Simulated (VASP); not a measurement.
Runs of VASP 6.6.1 on Co. The structure is that of space group Fd-3m (No. 227), or close to it. The cells are those of the table. This isn't the form of Co at room conditions, which is hcp.

| cell | gap on the mesh (eV) | pressure (GPa) | moment (μB) |
| --- | --- | --- | --- |
| a = 3.546 Å, angles 60.0°, 2 atoms | none | 8.4 | 3.32 |
| a = 3.494 Å, angles 60.0°, 2 atoms | none | 5.2 | (b) |
| a = 3.741 Å, angles 60.0°, 2 atoms | none | -5.8 | 3.49 |
| a = 3.786 Å, angles 60.0°, 2 atoms | none | (a) | 3.52 |
| a = 3.597 Å, angles 60.0°, 2 atoms | none | 3.7 | 3.39 |
| a = 3.646 Å, angles 60.0°, 2 atoms | none | -0.2 | 3.42 |
| a = 3.694 Å, angles 60.0°, 2 atoms | none | -3.4 | 3.45 |

Alike in all rows: task single point; level BLYP; potentials or basis VASP PAW PBE potentials, release 64 (Co); spin collinear, ferromagnetic start; k mesh 12 × 12 × 12; cutoff (eV) 520; smearing fermi-dirac 0.05 eV.

Task: Fill in the values left out.

Result: (a) -7.8; (b) 1.20.

Caveats: the PAW data sets were made with another functional, which shifts forces and pressure a little; the cell stands under pressure (at least some runs); the cell stands under tension (at least some runs).

A gap of «none» marks levels without a gap at the run's occupations.
